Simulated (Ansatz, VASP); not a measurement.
Two plane-wave programs on PtSe2

INCAR

```
PREC = Accurate
ENCUT = 450
EDIFF = 1E-7
ISMEAR = 0
SIGMA = 0.02
LREAL = F
LASPH = T
NELM = 120
ALGO = Normal
ISIF = 2
LWAVE = F
LCHARG = F
GGA = CA
IBRION = 2
NSW = 60
EDIFFG = -0.002
GGA_COMPAT = F
NELMIN = 4
```

KPOINTS

```
regular mesh
0
Gamma
  9 9 6
```

The input POSCAR:

```
PtSe2
1.0
    3.7169747668     -0.0000000029      0.0000000000
   -1.8584873809      3.2189945747      0.0000000000
    0.0000000000      0.0000000000      5.8210136965
Pt Se
1 2
Direct
    0.0000000000      0.0000000000      0.0000000000
    0.6666666667      0.3333333333      0.7748364635
    0.3333333333      0.6666666667      0.2251635365
```

Input for Ansatz:

```yaml
crystal:
  lattice:
    - [3.7169747668, -2.9e-09, 0.0]
    - [-1.8584873809, 3.2189945747, 0.0]
    - [0.0, 0.0, 5.8210136965]
  atoms:
    - { symbol: Pt, position: [0.0, 0.0, 0.0] }
    - { symbol: Se, position: [0.6666666667, 0.3333333333, 0.7748364635] }
    - { symbol: Se, position: [0.3333333333, 0.6666666667, 0.2251635365] }
basis:
  ecutwfc: 420
kpoints:
  mp_grid: { grid: [9, 9, 6] }
hamiltonian:
  xc: lda
  pseudopotentials: { kind: paw, azcp: { folder: soft_1 } }
scf:
  occupations: { method: gaussian, width: 0.02 }
output:
  forces: true
  stress: true
  eigenvalues: true
relax:
  adjacent_minimum: "off"
  f_tol: 0.002
  max_steps: 40
```

Change from the starting cell: strained cell.

Alike in both runs: task relaxation of the atoms; functional LDA; k mesh 9 × 9 × 6; occupations gaussian, width 0.02 eV; no spin polarisation.

|  | VASP | Ansatz |
| --- | --- | --- |
| version | VASP 6.6.1 | Ansatz 0.2.0 |
| potentials or method | VASP PAW LDA potentials, release 64 (Pt, Se), cutoff 450 eV | scalar-relativistic, plane waves, PAW |
| valence electrons in the cell | 22 | 50 |

Ansatz gave:

```
gap on the k mesh at the Fermi level, each at its own relaxed structure (eV) : 0.53
```

Question: Estimate VASP's values.

Answer: gap on the k mesh at the Fermi level, each at its own relaxed structure (eV): 0.52.

Ansatz warns that its potentials were made for another functional, while VASP's fit it. LDA's correlation is that of Perdew and Zunger in VASP and of Perdew and Wang (1992) in Ansatz. VASP's potentials hold 22 valence electrons a cell and Ansatz's 50, so a difference there can come from the potentials and not from the codes. Ansatz's warnings: stress scf threshold loose.

Neither program's run includes spin-orbit coupling.
